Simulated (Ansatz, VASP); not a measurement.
Two plane-wave programs on NaGeCl3

```xyz
5
Lattice="5.1909 0.0000 0.0000 0.0000 5.1909 0.0000 0.0000 0.0000 5.1909" Properties=species:S:1:pos:R:3 pbc="T T T"
Na    0.0000    0.0000    0.0000
Ge    2.5954    2.5954    2.5954
Cl    2.5954    2.5954    0.0000
Cl    2.5954    0.0000    2.5954
Cl    0.0000    2.5954    2.5954
```

Alike in both runs: task single point; functional r2SCAN; k mesh 6 × 6 × 6; no spin polarisation.

|  | VASP | Ansatz |
| --- | --- | --- |
| version | VASP 6.6.1 | Ansatz 0.2.0 |
| potentials or method | VASP PAW PBE potentials, release 64 (Na_pv, Ge_d, Cl) | plane waves, PAW |
| plane-wave cutoff (eV) | 520 | 500 |
| occupations | gaussian, width 0.01 eV | fixed |
| valence electrons in the cell | 42 | 44 |

```csv
,VASP,Ansatz,Ansatz less VASP
gap on the k mesh at the Fermi level (eV),0.78,0.77,-0.014
pressure (GPa),-0.3,-0.2,+0.10
```

VASP's potentials were made for PBE, not for r2SCAN. VASP's potentials hold 42 valence electrons a cell and Ansatz's 44, so a difference there can come from the potentials and not from the codes.
